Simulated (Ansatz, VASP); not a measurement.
**One calculation of AlGa3P4, two programs**

```
CELL_PARAMETERS angstrom
3.76872 0.00000 0.00000
0.00000 3.76872 0.00000
0.00000 0.00000 10.65956
ATOMIC_POSITIONS crystal
Al 0.00000 0.00000 0.00000
Ga 0.50000 0.50000 0.25000
Ga 0.00000 0.00000 0.50000
Ga 0.50000 0.50000 0.75000
P 0.50000 0.00000 0.12500
P 0.00000 0.50000 0.37500
P 0.50000 0.00000 0.62500
P 0.00000 0.50000 0.87500
```

Alike in both runs: task relaxation of cell and atoms; functional PBE; k mesh 4 × 4 × 2; occupations gaussian, width 0.1 eV; no spin polarisation.

```csv
,VASP,Ansatz
version,VASP 6.6.1,Ansatz 0.2.0
potentials or method,"VASP PAW PBE potentials, release 64 (Al, Ga_d, P), cutoff 600 eV","scalar-relativistic, plane waves, PAW"
valence electrons in the cell,62,62
```

|  | VASP | Ansatz | Ansatz less VASP |
| --- | --- | --- | --- |
| gap on the k mesh at the Fermi level, each at its own relaxed structure (eV) | 1.61 | 1.57 | -0.045 |
| relaxed volume (Å³/atom) | 20.86 | 20.90 | +0.042 |
| relaxed length of the cell vector where the two differ most in proportion (Å) | 10.959 | 10.921 | -0.0380 |
